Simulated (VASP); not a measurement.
# Si6Ge in VASP: single point with PBEsol

Aim: the single point of Si6Ge with PBEsol.

All numbers are computed with VASP 6.6.1; they aren't measurements. Logs are shortened: lines on timing, memory, paths and dates and some standing lists are left out, and cuts for length are marked.

### Step 1. The cell of the first run

The cell holds a slab with vacuum, 7 atoms: a = 3.825 Å, b = 3.825 Å, c = 26.121 Å, α = 90.00°, β = 90.00°, γ = 120.00°.

### Step 2. Single point, PBEsol, collinear spin

INCAR

```
PREC     = Accurate       # precision mode
ENCUT    = 410            # plane-wave cutoff, eV
EDIFF    = 1E-6           # SCF threshold, eV
ISMEAR   = 0              # smearing method
SIGMA    = 0.05           # smearing width, eV
LREAL    = F              # projectors in reciprocal space
LASPH    = T              # aspherical terms in the spheres
NELM     = 200            # most SCF steps
ALGO     = Normal         # electronic algorithm
ISIF     = 2              # what is computed and relaxed
LWAVE    = F              # write WAVECAR
LCHARG   = F              # write CHGCAR
ISPIN    = 2              # spin polarisation
MAGMOM   = 0 0 0 0 0 0 2  # initial moments
LORBIT   = 11             # projections on sites
LDIPOL   = T            
IDIPOL   = 3            
DIPOL    = 0.5 0.5 0.495
GGA      = PS             # functional
NBANDS   = 32             # bands
GGA_COMPAT= F            
NELMDL   = -8
```

KPOINTS

```
regular mesh
0
Gamma
  9 9 1
```

POSCAR

```
Si6Ge
1.0
    3.8248883482      0.0000000000      0.0000000000
   -1.9124441741      3.3124504762      0.0000000000
    0.0000000000      0.0000000000     26.1211317575
Si Ge
6 1
Direct
    0.6666666667      0.3333333333      0.3254070336
    0.3333333333      0.6666666666      0.3559122529
    0.3333333333      0.6666666666      0.4464642099
    0.6665559539      0.3332779770      0.4766201508
    0.6650966570      0.3325483285      0.5677506707
    0.3317887705      0.6658943852      0.5987084154
    0.3349971175      0.6674985588      0.6920989434
```

Potentials or basis: VASP PAW PBE potentials, release 64 (Si, Ge_d).

On the command line:

```bash
cat potpaw_PBE.64/Si/POTCAR potpaw_PBE.64/Ge_d/POTCAR > POTCAR
mpirun -np 1 vasp_std > vasp.out
```

OUTCAR:

```text
PREC = Accurate
   ENCUT = 410
   EDIFF = 1E-6
   ISMEAR = 0
   LREAL = F
   LASPH = T
   NELM = 200
   ISIF = 2
   ISPIN = 2
   LORBIT = 11
   GGA = PS
   NELMDL = -8

 ion  position               nearest neighbor table
   1  0.667  0.333  0.325-   2 2.35   2 2.35   2 2.35
   2  0.333  0.667  0.356-   1 2.35   1 2.35   1 2.35   3 2.37
   3  0.333  0.667  0.446-   4 2.34   4 2.34   4 2.34   2 2.37
   4  0.667  0.333  0.477-   3 2.34   3 2.34   3 2.34   5 2.38
   5  0.665  0.333  0.568-   6 2.35   6 2.35   6 2.35   4 2.38
   6  0.332  0.666  0.599-   5 2.35   5 2.35   5 2.35   7 2.44
   7  0.335  0.667  0.692-   6 2.44

  LATTYP: Found a hexagonal cell.
 ALAT       =     3.8248883482
 C/A-ratio  =     6.8292534002

  Lattice vectors:

 A1 = (   3.8248883482,   0.0000000000,   0.0000000000)
 A2 = (  -1.9124441741,   3.3124504762,   0.0000000000)
 A3 = (   0.0000000000,   0.0000000000,  26.1211317575)

Analysis of symmetry for initial positions (statically):
=====================================================================
 Subroutine PRICEL returns:
 Original cell was already a primitive cell.

 Routine SETGRP: Setting up the symmetry group for a
 hexagonal supercell.

 Subroutine GETGRP returns: Found  2 space group operations
 (whereof  2 operations were pure point group operations)
 out of a pool of 24 trial point group operations.

The static configuration has the point symmetry C_1h.

Analysis of symmetry for dynamics (positions and initial velocities):
=====================================================================
 Subroutine PRICEL returns:
 Original cell was already a primitive cell.

 Routine SETGRP: Setting up the symmetry group for a
 hexagonal supercell.

 Subroutine GETGRP returns: Found  2 space group operations
 (whereof  2 operations were pure point group operations)
 out of a pool of 24 trial point group operations.

The dynamic configuration has the point symmetry C_1h.

Analysis of structural, dynamic, and magnetic symmetry:
=====================================================================
 Subroutine PRICEL returns:
 Original cell was already a primitive cell.

 Routine SETGRP: Setting up the symmetry group for a
 hexagonal supercell.

 Subroutine GETGRP returns: Found  2 space group operations
 (whereof  2 operations were pure point group operations)
 out of a pool of 24 trial point group operations.

The overall configuration has the point symmetry C_1h.

 Subroutine INISYM returns: Found  2 space group operations
 (whereof  2 operations are pure point group operations),
 and found     1 'primitive' translations

----------------------------------------------------------------------------------------

                                     Primitive cell

  volume of cell :     330.9483

  direct lattice vectors                    reciprocal lattice vectors
     3.824888348  0.000000000  0.000000000     0.261445540  0.150945653  0.000000000
    -1.912444174  3.312450476  0.000000000     0.000000000  0.301891306  0.000000000
     0.000000000  0.000000000 26.121131757     0.000000000  0.000000000  0.038283180

  length of vectors
     3.824888348  3.824888348 26.121131757     0.301891306  0.301891306  0.038283180

  position of ions in fractional coordinates (direct lattice)
     0.666666667  0.333333333  0.325407034
     0.333333333  0.666666667  0.355912253
     0.333333333  0.666666667  0.446464210
     0.666555954  0.333277977  0.476620151
     0.665096657  0.332548329  0.567750671
     0.331788770  0.665894385  0.598708415
     0.334997118  0.667498559  0.692098943

  ion indices of the primitive-cell ions
   primitive index   ion index
                 1           1
                 2           2
                 3           3
                 4           4
                 5           5
                 6           6
                 7           7

----------------------------------------------------------------------------------------

 KPOINTS: regular mesh

Automatic generation of k-mesh.
 Grid dimensions read from file:
 generate k-points for:    9    9    1

 Generating k-lattice:

  Cartesian coordinates                     Fractional coordinates (reciprocal lattice)
     0.029049504  0.016771739  0.000000000     0.111111111 -0.000000000  0.000000000
     0.000000000  0.033543478  0.000000000     0.000000000  0.111111111  0.000000000
     0.000000000  0.000000000  0.038283180     0.000000000  0.000000000  1.000000000

  Length of vectors
     0.033543478  0.033543478  0.038283180

  Shift w.r.t. Gamma in fractional coordinates (k-lattice)
     0.000000000  0.000000000  0.000000000

 Subroutine IBZKPT returns following result:
 ===========================================

 Found     25 irreducible k-points:

 Following reciprocal coordinates:
            Coordinates               Weight
  0.000000  0.000000  0.000000      1.000000
  0.111111  0.000000  0.000000      2.000000
  0.000000  0.111111  0.000000      4.000000
  0.222222  0.000000  0.000000      2.000000
  0.000000  0.222222  0.000000      4.000000
  0.333333  0.000000  0.000000      2.000000
[... 16 lines left out ...]
 -0.222222 -0.444444  0.000000      4.000000
  0.444444  0.333333  0.000000      4.000000
   k-points           NKPTS =     25   k-points in BZ     NKDIM =     25   number of bands    NBANDS=     32
   number of dos      NEDOS =    301   number of ions     NIONS =      7
   total plane-waves  NPLWV = 141120
   dimension x,y,z NGX =    28 NGY =   28 NGZ =  180
   dimension x,y,z NGXF=    56 NGYF=   56 NGZF=  360
   ions per type =               6   1
   NGX,Y,Z   is equivalent  to a cutoff of  12.17, 12.17, 11.46 a.u.
   NGXF,Y,Z  is equivalent  to a cutoff of  24.34, 24.34, 22.91 a.u.
 SYSTEM =  unknown system
   PREC   = accura    normal or accurate (medium, high low for compatibility)
   ISTART =      0    job   : 0-new  1-cont  2-samecut
   ICHARG =      2    charge: 1-file 2-atom 10-const
   ISPIN  =      2    spin polarized calculation?
   LNONCOLLINEAR =      F non collinear calculations
   LSORBIT =      F    spin-orbit coupling
   LASPH  =      T    aspherical Exc in radial PAW
   ENCUT  =  410.0 eV  30.13 Ry    5.49 a.u.   6.31  6.31 43.13*2*pi/ulx,y,z
   NELM   =    200;   NELMIN=  2; NELMDL= -8     # of ELM steps
   EDIFF  = 0.1E-05   stopping-criterion for ELM
   LREAL  =      F    real-space projection
   EDIFFG = 0.1E-04   stopping-criterion for IOM
   NSW    =      0    number of steps for IOM
   IBRION =     -1    ionic relax: 0-MD 1-quasi-New 2-CG
   NFREE  =      0    steps in history (QN), initial steepest desc. (CG)
   ISIF   =      2    stress and relaxation
   ISYM   =      2    0-nonsym 1-usesym 2-fastsym
   POTIM  = 0.5000    time-step for ionic-motion
   TEBEG  =    0.0;   TEEND  =   0.0 temperature during run
   PSTRESS=    0.0 pullay stress
   NELECT =      38.0000    total number of electrons
   NUPDOWN=      -1.0000    fix difference up-down
   EMIN   =  10.00;   EMAX   =-10.00  energy-range for DOS
   EFERMI =   0.00;   METHOD = LEGACY
   ISMEAR =     0;   SIGMA  =   0.05  broadening in eV -4-tet -1-fermi 0-gaus
   EFERMI_NEDOS =   21; number of points for ismear=-14 and -15
   IALGO  =     38    algorithm
   IMIX   =      4    mixing-type and parameters
     AMIX     =   0.40;   BMIX     =  1.00
     AMIX_MAG =   1.60;   BMIX_MAG =  1.00
  volume/ion in A,a.u.               =      47.28       319.05
  Fermi-wavevector in a.u.,A,eV,Ry     =   0.795700  1.503655  8.614370  0.633138
  Thomas-Fermi vector in A             =   1.902079
   LORBIT       =     11    0 simple, 1 ext, 2 COOP (PROOUT), +10 PAW based schemes
   GGA     = PS    functional components
   LHFCALC =     F    Hartree Fock is set to
   AEXX    =    0.0000 exact exchange contribution
   IVDW    =     0    specifies the selected vdW correction
   LEPSILON=     F    determine dielectric tensor
   LRPA    =     F    only Hartree local field effects (RPA)
 spin polarized calculation
 Gauss-broadening in eV      SIGMA  =   0.05
  energy-cutoff  :      410.00
  volume of cell :      330.95
 maximum number of plane-waves:      6267
 NGX is ok and might be reduce to    28
   NGX = 13   NGY = 13   NGZ = 87

 dipolmoment           0.000000      0.000000     -0.002572 electrons x Angstroem

 number of electron      38.0000001 magnetization       0.8566962

 dipolmoment           0.000000      0.000000      0.041378 electrons x Angstroem

 Free energy of the ion-electron system (eV)
  ---------------------------------------------------
  ext. energy  EPLUGINS =         0.00000000
  ---------------------------------------------------
  free energy    TOTEN  =       -36.39003397 eV

  energy without entropy =      -36.38513138  energy(sigma->0) =      -36.38758268

 E-fermi :  -0.5005     XC(G=0):  -4.8444

 val. band max:       -0.5121948346   @ k =   0.3333   0.0000   0.0000
 cond. band min:      -0.4983445074   @ k =  -0.1111   0.2222   0.0000
 fundamental gap:      0.0138503272
 Fermi energy:        -0.5005208302

 spin component 1

 k-point     1 :       0.0000    0.0000    0.0000
  band No.  band energies     occupation
      1     -24.7335      1.00000
      2     -24.7335      1.00000
      3     -24.6250      1.00000
      4     -24.6250      1.00000
      5     -24.6094      1.00000
      6     -12.1143      1.00000
[... 23 lines left out ...]
     30       3.8661      0.00000
     31       3.9648      0.00000
[... 751 lines left out ...]
      1     -24.7316      1.00000
      2     -24.7280      1.00000
      3     -24.6275      1.00000
      4     -24.6264      1.00000
      5     -24.6052      1.00000
      6      -9.7093      1.00000
[... 23 lines left out ...]
     30       5.5463      0.00000
     31       5.9165      0.00000

 [... further k-points ...]

 spin component 2

 k-point     1 :       0.0000    0.0000    0.0000
  band No.  band energies     occupation
      1     -24.7322      1.00000
      2     -24.7322      1.00000
      3     -24.6210      1.00000
      4     -24.6210      1.00000
      5     -24.6043      1.00000
      6     -12.0234      1.00000
[... 23 lines left out ...]
     30       3.9971      0.00000
     31       4.0025      0.00000
[... 751 lines left out ...]
      1     -24.7303      1.00000
      2     -24.7267      1.00000
      3     -24.6235      1.00000
      4     -24.6224      1.00000
      5     -24.6001      1.00000
      6      -9.6191      1.00000
[... 23 lines left out ...]
     30       5.7342      0.00000
     31       6.0573      0.00000

 [... further k-points ...]

 [bands above 31 left out]

------------------------ aborting loop because EDIFF is reached ----------------------------------------

 vacuum level on the upper side and lower side of the slab       (xc-potential included)         0.232        -0.381

  FORCE on cell =-STRESS in cart. coord.  units (eV):
  Direction    XX          YY          ZZ          XY          YZ          ZX
  --------------------------------------------------------------------------------------
  -------------------------------------------------------------------------------------
  Total       -2.7129700     -2.7077955     -0.0334373     -0.0044812     -0.0003405     -0.0005899
  in kB      -13.1339522    -13.1089016     -0.1618758     -0.0216945     -0.0016486     -0.0028559
  external PRESSURE =      -8.8015765 kB  Pullay stress =       0.0000000 kB

 VOLUME and BASIS-vectors are now :
 -----------------------------------------------------------------------------
  energy-cutoff  :      410.00
  volume of cell :      330.95
      direct lattice vectors                 reciprocal lattice vectors
     3.824888348  0.000000000  0.000000000     0.261445540  0.150945653  0.000000000
    -1.912444174  3.312450476  0.000000000     0.000000000  0.301891306  0.000000000
     0.000000000  0.000000000 26.121131757     0.000000000  0.000000000  0.038283180

 POSITION                                       TOTAL-FORCE (eV/Angst)
 -----------------------------------------------------------------------------------
      1.91244      1.10415      8.50000        -0.000142     -0.000082      0.475529
     -0.00000      2.20830      9.29683        -0.000036     -0.000021     -0.646589
     -0.00000      2.20830     11.66215        -0.003301     -0.001906      0.159364
      1.91213      1.10397     12.44986         0.002061      0.001190      0.004913
      1.90794      1.10155     14.83029         0.003292      0.001901     -0.002291
     -0.00443      2.20574     15.63894         0.001282      0.000740      0.015607
      0.00477      2.21106     18.07841        -0.003157     -0.001823     -0.006533
 -----------------------------------------------------------------------------------
    total drift:                               -0.000374     -0.000216      0.001242

  FREE ENERGIE OF THE ION-ELECTRON SYSTEM (eV)
  ---------------------------------------------------
  free  energy   TOTEN  =       -36.3900339722 eV

  energy  without entropy=      -36.3851313811  energy(sigma->0) =      -36.38758268

 vacuum level on the upper side and lower side of the slab         4.843         4.229

 total charge

# of ion       s       p       d       tot
------------------------------------------
    1        0.796   0.851   0.000   1.647
    2        0.758   0.922   0.000   1.679
    3        0.762   0.921   0.000   1.683
    4        0.760   0.928   0.000   1.688
    5        0.762   0.910   0.000   1.672
    6        0.762   0.924   0.000   1.686
    7        1.284   0.807   9.978  12.069
--------------------------------------------------
tot          5.884   6.262   9.978  22.124

 magnetization (x)

# of ion       s       p       d       tot
------------------------------------------
    1        0.033   0.170   0.000   0.203
    2        0.003   0.015   0.000   0.018
    3        0.007   0.033   0.000   0.040
    4        0.001   0.013   0.000   0.015
    5        0.001   0.006   0.000   0.007
    6        0.000   0.008   0.000   0.008
    7        0.002   0.013   0.000   0.015
--------------------------------------------------
tot          0.048   0.258   0.000   0.306
```

It took 18 min on 1 thread of Intel Xeon Platinum 8488C (Sapphire Rapids), shared host; peak memory 0.64 GiB.

Results:

* Free energy: -36.3900 eV
* Largest force: 0.647 eV/Å
* Net moment: 0.86 μB per cell
* Site moments: Si +0.20, +0.02, +0.04, +0.01 (each value once); Ge +0.01 μB
* Valence electrons inside the program's atomic spheres: Si 1.65, 1.68, 1.69, 1.67 (each value once); Ge 12.07

Forces in eV/Å, atoms in the order of the input:
```
Si   0.000  0.000  0.476
Si   0.000  0.000 -0.647
Si  -0.003 -0.002  0.159
Si   0.002  0.001  0.005
Si   0.003  0.002 -0.002
Si   0.001  0.001  0.016
Ge  -0.003 -0.002 -0.007
```

Caveat: the PAW data sets were made with another functional, which shifts forces and pressure a little.
